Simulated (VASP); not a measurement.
# KBr (rock salt type) (Fm-3m) in VASP: further runs

Runs on KBr (rock salt type). Level: HSE06. Tasks: single point.

Everything below comes from runs of VASP 6.6.1. Logs are shortened: lines on timing, memory, paths and dates and some standing lists are left out, and cuts for length are marked.

### 1 The cell of the first run

Symmetry: Fm-3m, No. 225, cubic system. The conventional cell has a = 6.722 Å, b = 6.722 Å, c = 6.722 Å, α = 90.00°, β = 90.00°, γ = 90.00°. K (site symmetry m-3m) has 6 Br at 3.36 Å within 4.4 Å. Br (site symmetry m-3m) has 6 K at 3.36 Å within 4.4 Å.

### 2 Single point, HSE06

File POSCAR:

```
KBr
1.0
    0.0000000000      3.3611296499      3.3611296499
    3.3611296499      0.0000000000      3.3611296499
    3.3611296499      3.3611296499      0.0000000000
K Br
1 1
Direct
    0.0000000000      0.0000000000      0.0000000000
    0.5000000000      0.5000000000      0.5000000000
```

File INCAR.step1:

```
PREC     = Accurate       # precision mode
ENCUT    = 520            # plane-wave cutoff, eV
EDIFF    = 1E-5           # SCF threshold, eV
ISMEAR   = -1             # smearing method
SIGMA    = 0.05           # smearing width, eV
LREAL    = F              # projectors in reciprocal space
LASPH    = T              # aspherical terms in the spheres
NELM     = 80             # most SCF steps
ALGO     = Normal         # electronic algorithm
ISIF     = 2              # what is computed and relaxed
LWAVE    = T              # write WAVECAR
GGA      = PE             # functional
NBANDS   = 15             # bands
```

File INCAR.step2:

```
PREC     = Accurate       # precision mode
ENCUT    = 520            # plane-wave cutoff, eV
EDIFF    = 1E-7           # SCF threshold, eV
ISMEAR   = -1             # smearing method
SIGMA    = 0.05           # smearing width, eV
LREAL    = F              # projectors in reciprocal space
LASPH    = T              # aspherical terms in the spheres
NELM     = 80             # most SCF steps
ALGO     = Normal         # electronic algorithm
ISIF     = 2              # what is computed and relaxed
LWAVE    = F              # write WAVECAR
LCHARG   = T              # write CHGCAR
GGA      = PE             # functional
LHFCALC  = T              # exact exchange
HFSCREEN = 0.2079         # screening, 1/A
PRECFOCK = Normal       
LELF     = T              # ELF
LVHAR    = T            
ISTART   = 1            
NBANDS   = 15             # bands
```

File KPOINTS:

```
Automatic mesh
0
Gamma
  4 4 4
```

Potentials or basis: VASP PAW PBE potentials, release 64 (K_sv, Br).

Run with:

```console
$ cat potpaw_PBE.64/K_sv/POTCAR potpaw_PBE.64/Br/POTCAR > POTCAR
$ cp INCAR.step1 INCAR
$ mpirun -np 1 vasp_std > vasp.out
$ cp INCAR.step2 INCAR
$ mpirun -np 1 vasp_std > vasp.out
```

OUTCAR:

```text
PREC = Accurate
   ENCUT = 520
   EDIFF = 1E-7
   ISMEAR = -1
   LREAL = F
   LASPH = T
   NELM = 80
   ISIF = 2
   GGA = PE
   LHFCALC = T
   HFSCREEN = 0.2079
   PRECFOCK = Normal
   ISTART = 1

 ion  position               nearest neighbor table
   1  0.000  0.000  0.000-
   2  0.500  0.500  0.500-

  LATTYP: Found a face centered cubic cell.
 ALAT       =     6.7222592998

  Lattice vectors:

 A1 = (   0.0000000000,   3.3611296499,   3.3611296499)
 A2 = (   3.3611296499,   0.0000000000,   3.3611296499)
 A3 = (   3.3611296499,   3.3611296499,   0.0000000000)

Analysis of symmetry for initial positions (statically):
=====================================================================
 Subroutine PRICEL returns:
 Original cell was already a primitive cell.

 Routine SETGRP: Setting up the symmetry group for a
 face centered cubic supercell.

 Subroutine GETGRP returns: Found 48 space group operations
 (whereof 48 operations were pure point group operations)
 out of a pool of 48 trial point group operations.

The static configuration has the point symmetry O_h .

Analysis of symmetry for dynamics (positions and initial velocities):
=====================================================================
 Subroutine PRICEL returns:
 Original cell was already a primitive cell.

 Routine SETGRP: Setting up the symmetry group for a
 face centered cubic supercell.

 Subroutine GETGRP returns: Found 48 space group operations
 (whereof 48 operations were pure point group operations)
 out of a pool of 48 trial point group operations.

The dynamic configuration has the point symmetry O_h .

 Subroutine INISYM returns: Found 48 space group operations
 (whereof 48 operations are pure point group operations),
 and found     1 'primitive' translations

----------------------------------------------------------------------------------------

                                     Primitive cell

  volume of cell :      75.9427

  direct lattice vectors                    reciprocal lattice vectors
     0.000000000  3.361129650  3.361129650    -0.148759510  0.148759510  0.148759510
     3.361129650  0.000000000  3.361129650     0.148759510 -0.148759510  0.148759510
     3.361129650  3.361129650  0.000000000     0.148759510  0.148759510 -0.148759510

  length of vectors
     4.753355136  4.753355136  4.753355136     0.257659030  0.257659030  0.257659030

  position of ions in fractional coordinates (direct lattice)
     0.000000000  0.000000000  0.000000000
     0.500000000  0.500000000  0.500000000

  ion indices of the primitive-cell ions
   primitive index   ion index
                 1           1
                 2           2

----------------------------------------------------------------------------------------

 KPOINTS: Automatic mesh

Automatic generation of k-mesh.
 Grid dimensions read from file:
 generate k-points for:    4    4    4

 Generating k-lattice:

  Cartesian coordinates                     Fractional coordinates (reciprocal lattice)
    -0.037189878  0.037189878  0.037189878     0.250000000  0.000000000  0.000000000
     0.037189878 -0.037189878  0.037189878     0.000000000  0.250000000  0.000000000
     0.037189878  0.037189878 -0.037189878     0.000000000  0.000000000  0.250000000

  Length of vectors
     0.064414757  0.064414757  0.064414757

  Shift w.r.t. Gamma in fractional coordinates (k-lattice)
     0.000000000  0.000000000  0.000000000

 Subroutine IBZKPT returns following result:
 ===========================================

 Found      8 irreducible k-points:

 Following reciprocal coordinates:
            Coordinates               Weight
  0.000000  0.000000  0.000000      1.000000
  0.250000  0.000000  0.000000      8.000000
  0.500000  0.000000  0.000000      4.000000
  0.250000  0.250000  0.000000      6.000000
  0.500000  0.250000  0.000000     24.000000
 -0.250000  0.250000  0.000000     12.000000
  0.500000  0.500000  0.000000      3.000000
 -0.250000  0.500000  0.250000      6.000000
   k-points           NKPTS =      8   k-points in BZ     NKDIM =     64   number of bands    NBANDS=     15
   number of dos      NEDOS =    301   number of ions     NIONS =      2
   total plane-waves  NPLWV =  46656
   dimension x,y,z NGX =    36 NGY =   36 NGZ =   36
   dimension x,y,z NGXF=    72 NGYF=   72 NGZF=   72
   ions per type =               1   1
   NGX,Y,Z   is equivalent  to a cutoff of  12.59, 12.59, 12.59 a.u.
   NGXF,Y,Z  is equivalent  to a cutoff of  25.18, 25.18, 25.18 a.u.
 SYSTEM =  unknown system
   PREC   = accura    normal or accurate (medium, high low for compatibility)
   ISTART =      1    job   : 0-new  1-cont  2-samecut
   ICHARG =      0    charge: 1-file 2-atom 10-const
   ISPIN  =      1    spin polarized calculation?
   LNONCOLLINEAR =      F non collinear calculations
   LSORBIT =      F    spin-orbit coupling
   LASPH  =      T    aspherical Exc in radial PAW
   ENCUT  =  520.0 eV  38.22 Ry    6.18 a.u.   8.84  8.84  8.84*2*pi/ulx,y,z
   NELM   =     80;   NELMIN=  2; NELMDL=  0     # of ELM steps
   EDIFF  = 0.1E-06   stopping-criterion for ELM
   LREAL  =      F    real-space projection
   EDIFFG = 0.1E-05   stopping-criterion for IOM
   NSW    =      0    number of steps for IOM
   IBRION =     -1    ionic relax: 0-MD 1-quasi-New 2-CG
   NFREE  =      0    steps in history (QN), initial steepest desc. (CG)
   ISIF   =      2    stress and relaxation
   ISYM   =      3    0-nonsym 1-usesym 2-fastsym
   POTIM  = 0.5000    time-step for ionic-motion
   TEBEG  =    0.0;   TEEND  =   0.0 temperature during run
   PSTRESS=    0.0 pullay stress
   NELECT =      16.0000    total number of electrons
   NUPDOWN=      -1.0000    fix difference up-down
   EMIN   =  10.00;   EMAX   =-10.00  energy-range for DOS
   EFERMI =   0.00;   METHOD = LEGACY
   ISMEAR =    -1;   SIGMA  =   0.05  broadening in eV -4-tet -1-fermi 0-gaus
   EFERMI_NEDOS =   21; number of points for ismear=-14 and -15
   IALGO  =     38    algorithm
   IMIX   =      1    mixing-type and parameters
     AMIX     =   0.40;   BMIX     =  1.00
     AMIX_MAG =   1.60;   BMIX_MAG =  1.00
  volume/ion in A,a.u.               =      37.97       256.24
  Fermi-wavevector in a.u.,A,eV,Ry     =   0.974136  1.840850 12.911124  0.948941
  Thomas-Fermi vector in A             =   2.104571
   LORBIT       =      0    0 simple, 1 ext, 2 COOP (PROOUT), +10 PAW based schemes
   GGA     = PE    functional components
   LHFCALC =     T    Hartree Fock is set to
   PRECFOCK=normal    Normal, Fast or Accurate (Low or Medium for compatibility)
   ENCUT4O =  -1.0   cutoff for four orbital integrals eV
   NKREDX  =     1    reduce k-point grid by
   NKREDY  =     1    reduce k-point grid by
   NKREDZ  =     1    reduce k-point grid by
   AEXX    =    0.2500 exact exchange contribution
   HFSCREEN=    0.2079 screening length (either q_TF or 0.3 A-1)
   HFSCREENC=   0.2079 screening length for correlation (either q_TF or 0.3 A-1)
   ENCUTFOCK=  -1.0 apply spherical cutoff to Coloumb kernel
   IVDW    =     0    specifies the selected vdW correction
   LEPSILON=     F    determine dielectric tensor
   LRPA    =     F    only Hartree local field effects (RPA)
 non-spin polarized calculation
  energy-cutoff  :      520.00
  volume of cell :       75.94
 maximum number of plane-waves:      2085
  NGX = 28; NGY = 28; NGZ = 28

 number of electron      16.0000002 magnetization

 Free energy of the ion-electron system (eV)
  ---------------------------------------------------
  ext. energy  EPLUGINS =         0.00000000
  ---------------------------------------------------
  free energy    TOTEN  =        -7.17099300 eV

  energy without entropy =       -7.17099300  energy(sigma->0) =       -7.17099300

 E-fermi :  -1.6799     XC(G=0):  -6.0092

 val. band max:       -2.8175991326   @ k =   0.0000   0.0000   0.0000
 cond. band min:       2.6262269196   @ k =   0.0000   0.0000   0.0000
 fundamental gap:      5.4438260522
 Fermi energy:        -1.6799474079

 k-point     1 :       0.0000    0.0000    0.0000
  band No.  band energies     occupation
      1     -32.9085      2.00000
      2     -16.0721      2.00000
      3     -15.0280      2.00000
      4     -15.0280      2.00000
      5     -15.0280      2.00000
      6      -2.8176      2.00000
      7      -2.8176      2.00000
      8      -2.8176      2.00000
      9       2.6262      0.00000
     10       6.1234      0.00000
     11       6.1234      0.00000
     12       6.1234      0.00000
     13       7.0420      0.00000
     14       7.0420      0.00000
     15       9.7660      0.00000

 k-point     2 :       0.2500    0.0000    0.0000
  band No.  band energies     occupation
      1     -32.9064      2.00000
      2     -16.1575      2.00000
      3     -15.0296      2.00000
      4     -15.0296      2.00000
      5     -14.9055      2.00000
      6      -3.4412      2.00000
      7      -2.9719      2.00000
      8      -2.9719      2.00000
      9       3.8497      0.00000
     10       5.8894      0.00000
     11       6.8292      0.00000
     12       6.8292      0.00000
     13       7.7699      0.00000
     14       7.7699      0.00000
     15      10.6856      0.00000

 k-point     3 :       0.5000    0.0000    0.0000
  band No.  band energies     occupation
      1     -32.9043      2.00000
      2     -16.2289      2.00000
      3     -15.0312      2.00000
      4     -15.0312      2.00000
      5     -14.7960      2.00000
      6      -3.9362      2.00000
      7      -3.1167      2.00000
      8      -3.1167      2.00000
      9       4.8002      0.00000
     10       6.5372      0.00000
     11       8.3700      0.00000
     12       8.3700      0.00000
     13       8.3993      0.00000
     14       8.3993      0.00000
     15       9.3278      0.00000

 k-point     4 :       0.2500    0.2500    0.0000
  band No.  band energies     occupation
      1     -32.9057      2.00000
      2     -16.1106      2.00000
      3     -15.0426      2.00000
      4     -15.0426      2.00000
      5     -14.9463      2.00000
      6      -3.4747      2.00000
      7      -2.9758      2.00000
      8      -2.9758      2.00000
      9       4.0919      0.00000
     10       4.9810      0.00000
     11       7.4873      0.00000
     12       7.5762      0.00000
     13       7.5762      0.00000
     14       7.9794      0.00000
     15      10.2511      0.00000

 k-point     5 :       0.5000    0.2500    0.0000
  band No.  band energies     occupation
      1     -32.9036      2.00000
      2     -16.1166      2.00000
      3     -15.0597      2.00000
      4     -15.0444      2.00000
      5     -14.9191      2.00000
      6      -3.6655      2.00000
      7      -3.2571      2.00000
      8      -3.1103      2.00000
      9       5.0120      0.00000
     10       5.8210      0.00000
     11       7.2202      0.00000
     12       8.1623      0.00000
     13       8.3383      0.00000
     14       8.8788      0.00000
     15       9.5706      0.00000

 k-point     6 :      -0.2500    0.2500    0.0000
  band No.  band energies     occupation
      1     -32.9043      2.00000
      2     -16.1620      2.00000
      3     -15.0608      2.00000
      4     -15.0314      2.00000
      5     -14.8652      2.00000
      6      -3.6788      2.00000
      7      -3.2061      2.00000
      8      -3.1073      2.00000
      9       5.0894      0.00000
     10       5.8260      0.00000
     11       7.2307      0.00000
     12       7.5095      0.00000
     13       8.1346      0.00000
     14       9.0793      0.00000
     15       9.5831      0.00000

 k-point     7 :       0.5000    0.5000    0.0000
  band No.  band energies     occupation
      1     -32.9029      2.00000
      2     -15.9749      2.00000
      3     -15.1016      2.00000
      4     -15.0575      2.00000
      5     -15.0575      2.00000
      6      -3.6213      2.00000
      7      -3.1033      2.00000
      8      -3.1033      2.00000
      9       4.2953      0.00000
     10       5.4578      0.00000
     11       7.6387      0.00000
     12       8.0537      0.00000
     13       8.2692      0.00000
     14       9.5307      0.00000
     15       9.5307      0.00000

 k-point     8 :      -0.2500    0.5000    0.2500
  band No.  band energies     occupation
      1     -32.9029      2.00000
      2     -16.0628      2.00000
      3     -15.0793      2.00000
      4     -15.0793      2.00000
      5     -14.9387      2.00000
      6      -3.3921      2.00000
      7      -3.3921      2.00000
      8      -3.3189      2.00000
      9       5.7540      0.00000
     10       5.7540      0.00000
     11       6.5463      0.00000
     12       7.4388      0.00000
     13       9.1177      0.00000
     14       9.5631      0.00000
     15       9.6858      0.00000

------------------------ aborting loop because EDIFF is reached ----------------------------------------

  FORCE on cell =-STRESS in cart. coord.  units (eV):
  Direction    XX          YY          ZZ          XY          YZ          ZX
  --------------------------------------------------------------------------------------
  -------------------------------------------------------------------------------------
  Total       -0.1516041     -0.1516041     -0.1516041      0.0000000      0.0000000     -0.0000000
  in kB       -3.1984221     -3.1984221     -3.1984221      0.0000000      0.0000000     -0.0000000
  external PRESSURE =      -3.1984221 kB  Pullay stress =       0.0000000 kB

 VOLUME and BASIS-vectors are now :
 -----------------------------------------------------------------------------
  energy-cutoff  :      520.00
  volume of cell :       75.94
      direct lattice vectors                 reciprocal lattice vectors
     0.000000000  3.361129650  3.361129650    -0.148759510  0.148759510  0.148759510
     3.361129650  0.000000000  3.361129650     0.148759510 -0.148759510  0.148759510
     3.361129650  3.361129650  0.000000000     0.148759510  0.148759510 -0.148759510

 POSITION                                       TOTAL-FORCE (eV/Angst)
 -----------------------------------------------------------------------------------
      0.00000      0.00000      0.00000         0.000000      0.000000      0.000000
      3.36113      3.36113      3.36113        -0.000000     -0.000000     -0.000000
 -----------------------------------------------------------------------------------
    total drift:                                0.000000      0.000000      0.000000

  FREE ENERGIE OF THE ION-ELECTRON SYSTEM (eV)
  ---------------------------------------------------
  free  energy   TOTEN  =        -7.1709930040 eV

  energy  without entropy=       -7.1709930040  energy(sigma->0) =       -7.17099300
```

Run time: 9.6 min. Hardware: 1 thread of Intel Xeon Platinum 8259CL at 2.50GHz (Skylake/Cascade Lake), shared host; peak memory 0.32 GiB.

Results:

- Free energy: -7.1710 eV
- Pressure: -0.3 GPa
- Band gap on the k mesh: 5.44 eV

Caveat: the PAW data sets were made with another functional, which shifts forces and pressure a little.

### 3 Single point, HSE06

POSCAR is that of step 2.

File INCAR.step1:

```
SYSTEM = KBr
ALGO = Normal
EDIFF = 1E-5
ENCUT = 520
GGA = PE
ISIF = 2
ISMEAR = -1
LASPH = .TRUE.
LREAL = .FALSE.
LWAVE = .TRUE.
NBANDS = 15
NELM = 60
PREC = Accurate
SIGMA = 0.05
```

File INCAR.step2:

```
SYSTEM = KBr
ALGO = Normal
EDIFF = 1E-6
ENCUT = 520
GGA = PE
HFSCREEN = 0.2079
ISIF = 2
ISMEAR = -1
ISTART = 1
LASPH = .TRUE.
LCHARG = .TRUE.
LELF = .TRUE.
LHFCALC = .TRUE.
LREAL = .FALSE.
LVHAR = .TRUE.
LWAVE = .FALSE.
NBANDS = 15
NELM = 60
PREC = Accurate
PRECFOCK = Normal
SIGMA = 0.05
```

File KPOINTS:

```
k-points
0
G
  4 4 4
  0 0 0
```

Potentials or basis: VASP PAW PBE potentials, release 64 (K_sv, Br).

Run with:

```console
$ cat potpaw_PBE.64/K_sv/POTCAR potpaw_PBE.64/Br/POTCAR > POTCAR
$ cp INCAR.step1 INCAR
$ mpirun -np 1 vasp_std > vasp.out
$ cp INCAR.step2 INCAR
$ mpirun -np 1 vasp_std > vasp.out
```

Wall time 8.1 min (1 thread of Intel Xeon Platinum 8259CL at 2.50GHz (Skylake/Cascade Lake), shared host); peak memory 0.32 GiB.

Results (log left out):

```yaml
Free_energy: -7.1710 eV
Pressure: -0.3 GPa
Band_gap_on_the_k_mesh: 5.44 eV
```

Levels at points of the mesh, in eV from the valence-band top:
```
           k point  band 6  band 7  band 8  band 9  band 10  band 11
(0.00, 0.00, 0.00)    0.00    0.00    0.00    5.44     8.94     8.94
(0.50, 0.00, 0.00)   -1.12   -0.30   -0.30    7.62     9.35    11.19
(0.50, 0.50, 0.00)   -0.80   -0.29   -0.29    7.11     8.28    10.46
```

Caveat: the PAW data sets were made with another functional, which shifts forces and pressure a little.

### 4 Single point, HSE06

This run uses another cell than the first one, of 37.60 Å³/atom.

File POSCAR:

```
KBr
1.0
    0.0000000000      3.3500000000      3.3500000000
    3.3500000000      0.0000000000      3.3500000000
    3.3500000000      3.3500000000      0.0000000000
K Br
1 1
Direct
    0.0000000000      0.0000000000      0.0000000000
    0.5000000000      0.5000000000      0.5000000000
```

File INCAR.step1:

```
  PREC = Accurate
  ENCUT = 520
  EDIFF = 1E-5
  ISMEAR = -1
  SIGMA = 0.02
  LREAL = F
  LASPH = T
  NELM = 80
  ALGO = Normal
  ISIF = 2
  LWAVE = T
  LCHARG = F
  GGA = PE
  NBANDS = 15
```

File INCAR.step2:

```
  PREC = Accurate
  ENCUT = 520
  EDIFF = 1E-6
  ISMEAR = -1
  SIGMA = 0.02
  LREAL = F
  LASPH = T
  NELM = 80
  ALGO = Normal
  ISIF = 2
  LWAVE = F
  LCHARG = F
  GGA = PE
  LHFCALC = T
  HFSCREEN = 0.2079
  PRECFOCK = Normal
  ISTART = 1
  NBANDS = 15
```

File KPOINTS:

```
regular mesh
0
Gamma
  6 6 6
```

Run with:

```console
$ cat potpaw_PBE.64/K_sv/POTCAR potpaw_PBE.64/Br/POTCAR > POTCAR
$ cp INCAR.step1 INCAR
$ mpirun -np 1 vasp_std > vasp.out
$ cp INCAR.step2 INCAR
$ mpirun -np 1 vasp_std > vasp.out
```

Run time: 58 min. Hardware: 1 thread of Intel Xeon Platinum 8259CL at 2.50GHz (Skylake/Cascade Lake), shared host; peak memory 0.35 GiB.

It converged, with:

| Item | Value |
| --- | --- |
| Free energy | -7.1724 eV |
| Pressure | -0.2 GPa |
| Band gap on the k mesh | 5.47 eV |

Levels at points of the mesh, in eV from the valence-band top:
| k point | band 6 | band 7 | band 8 | band 9 | band 10 | band 11 |
| --- | --- | --- | --- | --- | --- | --- |
| (0.00, 0.00, 0.00) | 0.00 | 0.00 | 0.00 | 5.47 | 8.95 | 8.95 |
| (0.50, 0.00, 0.00) | -1.14 | -0.31 | -0.31 | 7.64 | 9.40 | 11.22 |
| (0.50, 0.50, 0.00) | -0.82 | -0.29 | -0.29 | 7.11 | 8.31 | 10.51 |

Caveat: the PAW data sets were made with another functional, which shifts forces and pressure a little.
